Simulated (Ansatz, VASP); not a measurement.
# Hf7SnO16 in VASP and in Ansatz

```
CELL_PARAMETERS angstrom
-3.55802 3.55802 5.17186
3.55802 -3.55802 5.17186
3.55802 3.55802 -5.17186
ATOMIC_POSITIONS crystal
Sn 0.50000 0.50000 0.50000
Hf 0.00000 0.00000 0.50000
Hf 0.00000 0.50000 0.00000
Hf 0.50000 0.00000 0.00000
Hf 0.00000 0.00000 0.00000
Hf 0.50000 0.50000 0.00000
Hf 0.50000 0.00000 0.50000
Hf 0.00000 0.50000 0.50000
O 0.59860 0.34860 0.25000
O 0.09860 0.84860 0.25000
O 0.09860 0.34860 0.75000
O 0.59860 0.84860 0.75000
O 0.40140 0.65140 0.25000
O 0.90140 0.15140 0.25000
O 0.90140 0.65140 0.75000
O 0.40140 0.15140 0.75000
O 0.15140 0.40140 0.25000
O 0.65140 0.90140 0.25000
O 0.65140 0.40140 0.75000
O 0.15140 0.90140 0.75000
O 0.34860 0.09860 0.25000
O 0.84860 0.59860 0.25000
O 0.84860 0.09860 0.75000
O 0.34860 0.59860 0.75000
```

Alike in both runs: task electric field gradients; functional PBE; k mesh 4 × 4 × 4; occupations fermi-dirac, width 0.01 eV; no spin polarisation.

|  | VASP | Ansatz |
| --- | --- | --- |
| version | VASP 6.6.1 | Ansatz 0.2.0 |
| potentials or method | VASP PAW PBE potentials, release 64 (Sn_d, Hf_pv, O) | plane-wave PAW, scalar-relativistic |
| plane-wave cutoff (eV) | 520 | 420 |
| valence electrons in the cell | 180 | 292 |

|  | VASP | Ansatz | Ansatz less VASP |
| --- | --- | --- | --- |
| gap on the k mesh at the Fermi level (eV) | 3.61 | 3.62 | +0.003 |
| pressure (GPa) | 7.4 | 10.4 | +3.00 |
| traceless stress, the component that is largest in VASP (GPa) | 0.07 | 0.00 | -0.068 |
| rms of the force components (eV/Å) | 0.124 | 0.131 | +0.0072 |
| size of Vzz on the site where it differs most (V/Å²) | 135.3 | 166.9 | +31.54 |

Atom by atom the forces differ by 0.050 eV/Å (rms over components). VASP's potentials hold 180 valence electrons a cell and Ansatz's 292, so a difference there can come from the potentials and not from the codes.

Spin-orbit coupling is off throughout.
